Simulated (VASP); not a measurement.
# MgO (Periclase) in VASP: notebook, part 2 of 2

VASP 6.6.1. Earlier steps stand in the parts before.

### 4 Single point, PBE

This run uses another cell than the first one: it holds 8 atoms, not 4.

Contents of INCAR:

```
PREC = Accurate
ENCUT = 520
EDIFF = 1E-6
ISMEAR = 1
SIGMA = 0.3
LREAL = False
LASPH = True
NELM = 120
ALGO = Normal
ISIF = 2
LWAVE = False
LCHARG = False
LDIPOL = True
IDIPOL = 3
DIPOL = 0.5 0.5 0.500
GGA = PE
NBANDS = 26
GGA_COMPAT = False
NELMDL = -8
```

Contents of KPOINTS:

```
regular mesh
0
Gamma
  5 5 1
```

Contents of POSCAR:

```
MgO
1.0
    2.9818690000      0.0000000000      0.0000000000
   -1.4909345000      2.5823743048      0.0000000000
    0.0000000000      0.0000000000     20.5214004515
Mg O
4 4
Direct
    0.0000000000      0.0000000000      0.2923777066
    0.6666666667      0.3333333333      0.4110190171
    0.3333333333      0.6666666667      0.5296603276
    0.0000000000      0.0000000000      0.6483016382
    0.3333333333      0.6666666667      0.3516983618
    0.0000000000      0.0000000000      0.4703396724
    0.6666666667      0.3333333333      0.5889809829
    0.3333333333      0.6666666667      0.7076222934
```

Potentials or basis: VASP PAW PBE potentials, release 64 (Mg, O).

On the command line:

```bash
$ cat potpaw_PBE.64/Mg/POTCAR potpaw_PBE.64/O/POTCAR > POTCAR
$ mpirun -np 1 vasp_std > vasp.out
```

OUTCAR:

```text
PREC = Accurate
   ENCUT = 520
   EDIFF = 1E-6
   ISMEAR = 1
   LREAL = False
   LASPH = True
   NELM = 120
   ISIF = 2
   GGA = PE
   NELMDL = -8

 ion  position               nearest neighbor table
   1  0.000  0.000  0.292-   5 2.11   5 2.11   5 2.11   2 2.98   2 2.98   2 2.98
   2  0.667  0.333  0.411-   6 2.11   5 2.11   5 2.11   6 2.11   6 2.11   5 2.11   3 2.98   1 2.98
                             3 2.98   1 2.98   1 2.98   3 2.98
   3  0.333  0.667  0.530-   6 2.11   6 2.11   6 2.11   7 2.11   7 2.11   7 2.11   2 2.98   2 2.98
                             2 2.98   4 2.98   4 2.98   4 2.98
   4  0.000  0.000  0.648-   8 2.11   8 2.11   8 2.11   7 2.11   7 2.11   7 2.11   3 2.98   3 2.98
                             3 2.98
   5  0.333  0.667  0.352-   1 2.11   1 2.11   1 2.11   2 2.11   2 2.11   2 2.11
   6  0.000  0.000  0.470-   3 2.11   3 2.11   3 2.11   2 2.11   2 2.11   2 2.11
   7  0.667  0.333  0.589-   3 2.11   4 2.11   3 2.11   4 2.11   4 2.11   3 2.11
   8  0.333  0.667  0.708-   4 2.11   4 2.11   4 2.11

  LATTYP: Found a hexagonal cell.
 ALAT       =     2.9818690000
 C/A-ratio  =     6.8820596919

  Lattice vectors:

 A1 = (   2.9818690000,   0.0000000000,   0.0000000000)
 A2 = (  -1.4909345000,   2.5823743048,   0.0000000000)
 A3 = (   0.0000000000,   0.0000000000,  20.5214004515)

Analysis of symmetry for initial positions (statically):
=====================================================================
 Subroutine PRICEL returns:
 Original cell was already a primitive cell.

 Routine SETGRP: Setting up the symmetry group for a
 hexagonal supercell.

 Subroutine GETGRP returns: Found  6 space group operations
 (whereof  6 operations were pure point group operations)
 out of a pool of 24 trial point group operations.

The static configuration has the point symmetry C_3v.

Analysis of symmetry for dynamics (positions and initial velocities):
=====================================================================
 Subroutine PRICEL returns:
 Original cell was already a primitive cell.

 Routine SETGRP: Setting up the symmetry group for a
 hexagonal supercell.

 Subroutine GETGRP returns: Found  6 space group operations
 (whereof  6 operations were pure point group operations)
 out of a pool of 24 trial point group operations.

The dynamic configuration has the point symmetry C_3v.

 Subroutine INISYM returns: Found  6 space group operations
 (whereof  6 operations are pure point group operations),
 and found     1 'primitive' translations

----------------------------------------------------------------------------------------

                                     Primitive cell

  volume of cell :     158.0210

  direct lattice vectors                    reciprocal lattice vectors
     2.981869000  0.000000000  0.000000000     0.335360138  0.193620266  0.000000000
    -1.490934500  2.582374305  0.000000000     0.000000000  0.387240532  0.000000000
     0.000000000  0.000000000 20.521400451     0.000000000  0.000000000  0.048729618

  length of vectors
     2.981869000  2.981869000 20.521400451     0.387240532  0.387240532  0.048729618

  position of ions in fractional coordinates (direct lattice)
     0.000000000  0.000000000  0.292377707
     0.666666667  0.333333333  0.411019017
     0.333333333  0.666666667  0.529660328
     0.000000000  0.000000000  0.648301638
     0.333333333  0.666666667  0.351698362
     0.000000000  0.000000000  0.470339672
     0.666666667  0.333333333  0.588980983
     0.333333333  0.666666667  0.707622293

[... 52 lines left out ...]
 SYSTEM =  unknown system
   PREC   = accura    normal or accurate (medium, high low for compatibility)
   ISTART =      0    job   : 0-new  1-cont  2-samecut
   ICHARG =      2    charge: 1-file 2-atom 10-const
   ISPIN  =      1    spin polarized calculation?
   LNONCOLLINEAR =      F non collinear calculations
   LSORBIT =      F    spin-orbit coupling
   LASPH  =      T    aspherical Exc in radial PAW
   ENCUT  =  520.0 eV  38.22 Ry    6.18 a.u.   5.54  5.54 38.16*2*pi/ulx,y,z
   NELM   =    120;   NELMIN=  2; NELMDL= -8     # of ELM steps
   EDIFF  = 0.1E-05   stopping-criterion for ELM
   LREAL  =      F    real-space projection
   EDIFFG = 0.1E-04   stopping-criterion for IOM
   NSW    =      0    number of steps for IOM
   IBRION =     -1    ionic relax: 0-MD 1-quasi-New 2-CG
   NFREE  =      0    steps in history (QN), initial steepest desc. (CG)
   ISIF   =      2    stress and relaxation
   ISYM   =      2    0-nonsym 1-usesym 2-fastsym
   POTIM  = 0.5000    time-step for ionic-motion
   TEBEG  =    0.0;   TEEND  =   0.0 temperature during run
   PSTRESS=    0.0 pullay stress
   NELECT =      32.0000    total number of electrons
   NUPDOWN=      -1.0000    fix difference up-down
   EMIN   =  10.00;   EMAX   =-10.00  energy-range for DOS
   EFERMI =   0.00;   METHOD = LEGACY
   ISMEAR =     1;   SIGMA  =   0.30  broadening in eV -4-tet -1-fermi 0-gaus
   EFERMI_NEDOS =   21; number of points for ismear=-14 and -15
   IALGO  =     38    algorithm
   IMIX   =      4    mixing-type and parameters
     AMIX     =   0.40;   BMIX     =  1.00
     AMIX_MAG =   1.60;   BMIX_MAG =  1.00
  volume/ion in A,a.u.               =      19.75       133.30
  Fermi-wavevector in a.u.,A,eV,Ry     =   0.961361  1.816709 12.574712  0.924215
  Thomas-Fermi vector in A             =   2.090726
   LORBIT       =      0    0 simple, 1 ext, 2 COOP (PROOUT), +10 PAW based schemes
   GGA     = PE    functional components
   LHFCALC =     F    Hartree Fock is set to
   AEXX    =    0.0000 exact exchange contribution
   IVDW    =     0    specifies the selected vdW correction
   LEPSILON=     F    determine dielectric tensor
   LRPA    =     F    only Hartree local field effects (RPA)
 non-spin polarized calculation
 Methfessel and Paxton  Order N= 1 SIGMA  =   0.30
  energy-cutoff  :      520.00
  volume of cell :      158.02
 maximum number of plane-waves:      4337
 NGX is ok and might be reduce to    24

 dipolmoment           0.000000      0.000000     -0.097701 electrons x Angstroem

 number of electron      31.9999998 magnetization

 dipolmoment           0.000000      0.000000      0.231320 electrons x Angstroem

 Free energy of the ion-electron system (eV)
  ---------------------------------------------------
  ext. energy  EPLUGINS =         0.00000000
  ---------------------------------------------------
  free energy    TOTEN  =       -42.01875677 eV

  energy without entropy =      -42.00616094  energy(sigma->0) =      -42.01455816

 E-fermi :  -1.3001     XC(G=0):  -6.2806

 val. band max:       -1.3327917736   @ k =   0.4000   0.0000   0.0000
 cond. band min:      -1.0563096103   @ k =   0.2000   0.0000   0.0000
 fundamental gap:      0.2764821633
 Fermi energy:        -1.3001220063

 k-point     1 :       0.0000    0.0000    0.0000
  band No.  band energies     occupation
      1     -21.4652      2.00000
      2     -20.1354      2.00000
      3     -18.8813      2.00000
      4     -17.0524      2.00000
      5      -8.3940      2.00000
      6      -6.4310      2.00000
[... 134 lines left out ...]
     25       8.4982      0.00000
     26       8.7403      0.00000

------------------------ aborting loop because EDIFF is reached ----------------------------------------

 vacuum level on the upper side and lower side of the slab       (xc-potential included)         2.520        -2.900

  FORCE on cell =-STRESS in cart. coord.  units (eV):
  Direction    XX          YY          ZZ          XY          YZ          ZX
  --------------------------------------------------------------------------------------
  -------------------------------------------------------------------------------------
  Total        1.5630629      1.5630629      0.8451055      0.0000000      0.0000000      0.0000000
  in kB       15.8479209     15.8479209      8.5685392      0.0000000      0.0000000      0.0000000
  external PRESSURE =      13.4214603 kB  Pullay stress =       0.0000000 kB

 VOLUME and BASIS-vectors are now :
 -----------------------------------------------------------------------------
  energy-cutoff  :      520.00
  volume of cell :      158.02
      direct lattice vectors                 reciprocal lattice vectors
     2.981869000  0.000000000  0.000000000     0.335360138  0.193620266  0.000000000
    -1.490934500  2.582374305  0.000000000     0.000000000  0.387240532  0.000000000
     0.000000000  0.000000000 20.521400451     0.000000000  0.000000000  0.048729618

 POSITION                                       TOTAL-FORCE (eV/Angst)
 -----------------------------------------------------------------------------------
      0.00000      0.00000      6.00000         0.000000     -0.000000     -0.183051
      1.49093      0.86079      8.43469         0.000000     -0.000000      1.034906
     -0.00000      1.72158     10.86937         0.000000     -0.000000      0.991166
      0.00000      0.00000     13.30406         0.000000     -0.000000      1.646643
     -0.00000      1.72158      7.21734        -0.000000     -0.000000     -0.518903
      0.00000      0.00000      9.65203         0.000000     -0.000000     -1.003543
      1.49093      0.86079     12.08671        -0.000000      0.000000     -1.068400
     -0.00000      1.72158     14.52140         0.000000      0.000000     -0.898818
 -----------------------------------------------------------------------------------
    total drift:                                0.000000     -0.000000     -0.000441

  FREE ENERGIE OF THE ION-ELECTRON SYSTEM (eV)
  ---------------------------------------------------
  free  energy   TOTEN  =       -42.0187567672 eV

  energy  without entropy=      -42.0061609446  energy(sigma->0) =      -42.01455816

 vacuum level on the upper side and lower side of the slab         8.500         2.935
```

Wall time 50 s (1 thread of Intel Xeon Platinum 8488C (Sapphire Rapids), shared host); peak memory 0.28 GiB.

Results:

```
Free energy            : -42.0188 eV
Largest force          : 1.647 eV/Å
Band gap on the k mesh : zero (band 16 reaches -0.88 eV, above the bottom of band 17 at -1.41 eV)
```

Forces in eV/Å, atoms in the order of the input:
```
Mg   0.000  0.000 -0.183
Mg   0.000  0.000  1.035
Mg   0.000  0.000  0.991
Mg   0.000  0.000  1.647
O    0.000  0.000 -0.519
O    0.000  0.000 -1.004
O    0.000  0.000 -1.068
O    0.000  0.000 -0.899
```

Levels at points of the mesh, in eV from the Fermi level:
| k point | band 13 | band 14 | band 15 | band 16 | band 17 | band 18 | band 19 | band 20 |
| --- | --- | --- | --- | --- | --- | --- | --- | --- |
| (0.00, 0.00, 0.00) | -1.29 | -1.29 | -0.50 | 0.42 | 0.42 | 2.52 | 4.08 | 4.77 |

Caveat: the k points lie up to 0.49 Å⁻¹ apart.

### 5 Single point, PBE

This run uses another cell than the first one: it holds 10 atoms, not 4.

Contents of INCAR:

```
PREC = Accurate ; ENCUT = 520
EDIFF = 1E-6 ; ISMEAR = 1
SIGMA = 0.3 ; LREAL = False
LASPH = True ; NELM = 120
ALGO = Normal ; ISIF = 2
LWAVE = False ; LCHARG = False
LDIPOL = True ; IDIPOL = 3
DIPOL = 0.5 0.5 0.500 ; GGA = PE
NBANDS = 31 ; GGA_COMPAT = False
NELMDL = -8
```

KPOINTS is that of step 4.

Contents of POSCAR:

```
MgO
1.0
    2.9818690000      0.0000000000      0.0000000000
   -1.4909345000      2.5823743048      0.0000000000
    0.0000000000      0.0000000000     22.9560862947
Mg O
5 5
Direct
    0.0000000000      0.0000000000      0.2613685941
    0.6666666667      0.3333333333      0.3674269967
    0.3333333333      0.6666666667      0.4734853993
    1.0000000000      0.0000000000      0.5795438020
    0.6666666667      0.3333333333      0.6856022046
    0.3333333333      0.6666666667      0.3143977954
    1.0000000000      0.0000000000      0.4204561980
    0.6666666667      0.3333333333      0.5265146007
    0.3333333333      0.6666666667      0.6325730033
    1.0000000000      1.0000000000      0.7386314059
```

On the command line:

```bash
$ cat potpaw_PBE.64/Mg/POTCAR potpaw_PBE.64/O/POTCAR > POTCAR
$ mpirun -np 1 vasp_std > vasp.out
```

Wall time 74 s (1 thread of Intel Xeon Platinum 8488C (Sapphire Rapids), shared host); peak memory 0.3 GiB.

Results (log left out):

- Free energy: -53.8926 eV
- Largest force: 1.500 eV/Å
- Band gap on the k mesh: zero (band 20 reaches -0.18 eV, above the bottom of band 21 at -0.74 eV)

Forces on the atoms (eV/Å):
```
Mg   0.000  0.000 -0.318
Mg   0.000  0.000  0.793
Mg   0.000  0.000  0.752
Mg   0.000  0.000  0.739
Mg   0.000  0.000  1.500
O    0.000  0.000 -0.270
O    0.000  0.000 -0.748
O    0.000  0.000 -0.755
O    0.000  0.000 -0.838
O    0.000  0.000 -0.853
```

Levels at points of the mesh, in eV from the Fermi level:
```tsv
k point	band 18	band 19	band 20	band 21	band 22	band 23
(0.00, 0.00, 0.00)	-1.10	-0.46	0.42	0.42	2.36	3.69
```

Caveat: the k points lie up to 0.49 Å⁻¹ apart.

### 6 The runs side by side

| cell | gap on the mesh (eV) | largest force (eV/Å) |
| --- | --- | --- |
| a = 2.982, b = 2.982, c = 15.652 Å, angles 90.0, 90.0, 120.0°, 4 atoms | none | 2.97 |
| a = 2.982, b = 2.982, c = 18.087 Å, angles 90.0, 90.0, 120.0°, 6 atoms | none | 1.99 |
| a = 2.982, b = 2.982, c = 20.521 Å, angles 90.0, 90.0, 120.0°, 8 atoms | none | 1.65 |
| a = 2.982, b = 2.982, c = 22.956 Å, angles 90.0, 90.0, 120.0°, 10 atoms | none | 1.50 |

Alike in all rows: task single point; level PBE; potentials or basis VASP PAW PBE potentials, release 64 (Mg, O); no spin polarisation; k mesh 5 × 5 × 1; cutoff (eV) 520; smearing methfessel-paxton 0.3 eV.

Caveats: all runs use coarse meshes.

Total energies depend on the potentials used, so only differences within one code and one set of settings carry meaning.
